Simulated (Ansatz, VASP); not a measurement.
**Two plane-wave programs on Al2BAs2**

```
CELL_PARAMETERS angstrom
3.01207 0.00000 0.00000
-1.50603 2.60853 0.00000
0.00000 0.00000 10.98086
ATOMIC_POSITIONS crystal
Al 0.33333 0.66667 0.12433
Al 0.66667 0.33333 0.87567
B 0.00000 0.00000 0.00000
As 0.33333 0.66667 0.68202
As 0.66667 0.33333 0.31798
```

Change from the starting cell: species swapped into the Nb2CS2 type (P-3m1, No. 164).

Alike in both runs: functional PBE; k mesh 12 × 12 × 4; occupations gaussian, width 0.1 eV; no spin polarisation.

Ansatz relaxed the structure, and its values are those at the end. VASP's run is a single point on that final structure, the one shown.

|  | VASP | Ansatz |
| --- | --- | --- |
| version | VASP 6.6.1 | Ansatz 0.2.0 |
| potentials or method | VASP PAW PBE potentials, release 64 (Al, B, As), cutoff 520 eV | scalar-relativistic, plane waves, PAW |
| valence electrons in the cell | 19 | 39 |

Ansatz gave:

* gap on the k mesh at the Fermi level (eV): none
* pressure (GPa): 0.0
* rms of the force components (eV/Å): 0.000

Task: Estimate VASP's values.

Result: gap on the k mesh at the Fermi level (eV): none; pressure (GPa): 0.1; rms of the force components (eV/Å): 0.007.

A gap of «none» marks a metal or a gap that the smearing closes. The functional is the same, so the differences come from potentials, cutoffs and numerics. VASP's potentials hold 19 valence electrons a cell and Ansatz's 39, so a difference there can come from the potentials and not from the codes.
